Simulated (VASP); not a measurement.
Runs of VASP 6.6.1 on InCuO. The structure is that of space group P4/mmm (No. 123), or close to it. The cells are those of the table. The cell was built from a structure type or drawn by symmetry, and may not be a known phase.

| task | spin | cell | k mesh | cutoff (eV) | gap on the mesh (eV) | pressure (GPa) | moment (μB) | relaxed volume (Å³/atom) |
| --- | --- | --- | --- | --- | --- | --- | --- | --- |
| single point | collinear | a = 2.899, b = 2.899, c = 6.398 Å, 3 atoms | 6 × 6 × 4 | 520 | none | -2.9 | 0.00 | - |
| single point | off | a = 2.955, b = 2.955, c = 5.271 Å, 3 atoms | 16 × 16 × 10 | 520 | none | 0.1 | - | - |
| relaxation of cell and atoms | off | relaxed from a = 2.936, b = 2.936, c = 5.377 Å, 3 atoms | 16 × 16 × 10 | 600 | none | 0.0 | - | 15.33 |
| single point | collinear | a = 2.936, b = 2.936, c = 5.377 Å, 3 atoms | 6 × 6 × 4 | 520 | none | 0.1 | 0.00 | - |
| relaxation of cell and atoms | collinear | relaxed from a = 2.899, b = 2.899, c = 6.398 Å, 3 atoms | 6 × 6 × 4 | 600 | none | 0.1 | 0.00 | (a) |

Alike in all rows: level PBE; potentials or basis VASP PAW PBE potentials, release 64 (In_d, Cu, O); smearing gaussian 0.1 eV.

Estimate the missing entries.

(a) 15.43.

Caveats: some runs use coarse meshes; spin-orbit coupling is left out, which moves the levels of the heavy elements; a cell axis changed by over 15 % at a fixed basis, so the end point is rough (at least some runs).

A k mesh can miss the band edges, and the runs leave out spin-orbit coupling on In.

A gap of «none» marks levels without a gap at the run's occupations.
